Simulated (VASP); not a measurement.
BeTe (e600), 2 atoms in the cell. Symmetry: F-43m, No. 216, cubic system. Conventional cell: a = 5.605 Å, b = 5.605 Å, c = 5.605 Å, α = 90.00°, β = 90.00°, γ = 90.00°. Be (site symmetry -43m) has 4 Te at 2.43 Å within 3.2 Å. Te (site symmetry -43m) has 4 Be at 2.43 Å within 3.2 Å. 

* Program: VASP 6.6.1
* Task: single point
* Functional: PBEsol
* Potentials or basis: VASP PAW PBE potentials, release 64 (Be, Te)
* Cutoff: 600 eV
* k mesh: 8 × 8 × 8
* Occupations: gaussian, width 0.01 eV
* Spin: no spin polarisation
* Dipole correction: no
* Further INCAR settings: ALGO = Normal; EDIFF = 1e-06; NBANDS = 11

Potentials or basis: VASP PAW PBE potentials, release 64 (Be, Te).

Run with:

```bash
$ cat potpaw_PBE.64/Be/POTCAR potpaw_PBE.64/Te/POTCAR > POTCAR
$ mpirun -np 1 vasp_std > vasp.out
```

Hardware: 1 thread of Intel Xeon 8259CL (shared host).

Problem. How long does it take, and how much memory?

Solution. Wall time 22 s on 1 thread of Intel Xeon 8259CL, on a shared host, peak memory 0.18 GiB. Counts: scf iterations 11, k points 29.
